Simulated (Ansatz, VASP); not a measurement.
GaP: VASP beside Ansatz

Contents of INCAR:

```
PREC = Accurate
ENCUT = 600
EDIFF = 1E-6
ISMEAR = 0
SIGMA = 0.01
LREAL = False
LASPH = True
NELM = 60
ALGO = Normal
ISIF = 3
LWAVE = False
LCHARG = False
GGA = CA
IBRION = 2
NSW = 80
EDIFFG = -0.001
```

The input KPOINTS:

```
Automatic mesh
0
Gamma
  8 8 8
```

Contents of POSCAR:

```
GaP
1.0
    0.0000000000      2.6956501113      2.6956501113
    2.6956501113      0.0000000000      2.6956501113
    2.6956501113      2.6956501113      0.0000000000
Ga P
1 1
Direct
    0.0000000000      0.0000000000      0.0000000000
    0.7500000000      0.7500000000      0.7500000000
```

Input for Ansatz:

```yaml
crystal:
  lattice:
    - [0.0, 2.6956501129, 2.6956501129]
    - [2.6956501129, 0.0, 2.6956501129]
    - [2.6956501129, 2.6956501129, 0.0]
  atoms:
    - { symbol: Ga, position: [0.0, 0.0, 0.0] }
    - { symbol: P, position: [0.75, 0.75, 0.75] }
basis:
  ecutwfc: 420
kpoints:
  mp_grid: { grid: [8, 8, 8] }
hamiltonian:
  xc: lda
scf:
  occupations: { method: fixed }
output:
  forces: true
  stress: true
  eigenvalues: true
relax:
  adjacent_minimum: "off"
  f_tol: 0.001
  max_steps: 60
  cell: { stress_tol: 0.01 }
```

Alike in both runs: task relaxation of cell and atoms; functional LDA; k mesh 8 × 8 × 8; no spin polarisation.

|  | VASP | Ansatz |
| --- | --- | --- |
| version | VASP 6.6.1 | Ansatz 0.2.0 |
| potentials or method | VASP PAW LDA potentials, release 64 (Ga_d, P), cutoff 600 eV | scalar-relativistic, plane waves, PAW |
| occupations | gaussian, width 0.01 eV | fixed |
| valence electrons in the cell | 18 | 18 |

```csv
,VASP,Ansatz,Ansatz less VASP
"gap on the k mesh at the Fermi level, each at its own relaxed structure (eV)",1.43,1.43,-0.001
relaxed volume (Å³/atom),19.61,19.59,-0.020
relaxed cell length with the largest relative difference (Å),3.814,3.812,-0.0013
```

LDA's correlation is that of Perdew and Zunger in VASP and of Perdew and Wang (1992) in Ansatz.
